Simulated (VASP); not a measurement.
A run of VASP 6.6.1:

The input INCAR:

```
  PREC = Accurate
  ENCUT = 520
  EDIFF = 1E-6
  ISMEAR = -1
  SIGMA = 0.06
  LREAL = F
  LASPH = T
  NELM = 80
  ALGO = Normal
  ISIF = 2
  LWAVE = F
  LCHARG = T
  LELF = T
  LVHAR = T
  NBANDS = 12
```

Contents of KPOINTS:

```
Automatic mesh
0
Gamma
  12 12 12
```

POSCAR

```
Cu
1.0
    0.0000000000      1.8257145000      1.8257145000
    1.8257145000      0.0000000000      1.8257145000
    1.8257145000      1.8257145000      0.0000000000
Cu
1
Direct
    0.0000000000      0.0000000000      0.0000000000
```

Potentials or basis: VASP PAW LDA potentials, release 64 (Cu).

Run with:

```console
$ cat potpaw_LDA.64/Cu/POTCAR > POTCAR
$ mpirun -np 1 vasp_std > vasp.out
```

Hardware: 1 thread of Intel(R) Xeon(R) Platinum 8259CL CPU @ 2.50GHz (Skylake/Cascade Lake) (shared host).

Task: How long does it take, and how much memory?

Result: It took 7.5 s on 1 thread of Intel(R) Xeon(R) Platinum 8259CL CPU @ 2.50GHz (Skylake/Cascade Lake) (shared host), peak memory 0.12 GiB. Counts: scf iterations 12, k points 72.
